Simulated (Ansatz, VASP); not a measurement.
**Two plane-wave programs on Hf4Ta**

```
CELL_PARAMETERS angstrom
4.86939 0.00000 0.00000
-2.43470 4.21702 0.00000
0.00000 0.00000 5.86079
ATOMIC_POSITIONS crystal
Hf 0.33333 0.66667 0.73871
Hf 0.66667 0.33333 0.73871
Hf 0.66667 0.33333 0.26129
Hf 0.33333 0.66667 0.26129
Ta 0.00000 0.00000 0.50000
```

Alike in both runs: functional PBE; k mesh 12 × 12 × 8; occupations gaussian, width 0.1 eV; no spin polarisation.

Ansatz relaxed the structure, and its values are those at the end. VASP's run is a single point on that final structure, the one shown.

|  | VASP | Ansatz |
| --- | --- | --- |
| version | VASP 6.6.1 | Ansatz 0.2.0 |
| potentials or method | VASP PAW PBE potentials, release 64 (Hf_pv, Ta_pv), cutoff 520 eV | scalar-relativistic, plane waves, PAW |
| valence electrons in the cell | 51 | 117 |

Ansatz gave:

| Property | Result |
| --- | --- |
| gap on the k mesh at the Fermi level (eV) | none |
| pressure (GPa) | 0.0 |
| rms of the force components (eV/Å) | 0.000 |

Task: Estimate VASP's values.

Result: gap on the k mesh at the Fermi level (eV): none; pressure (GPa): -0.4; rms of the force components (eV/Å): 0.017.

A gap of «none» marks a metal or a gap that the smearing closes. VASP's potentials hold 51 valence electrons a cell and Ansatz's 117, so a difference there can come from the potentials and not from the codes.

Neither program's run includes spin-orbit coupling.
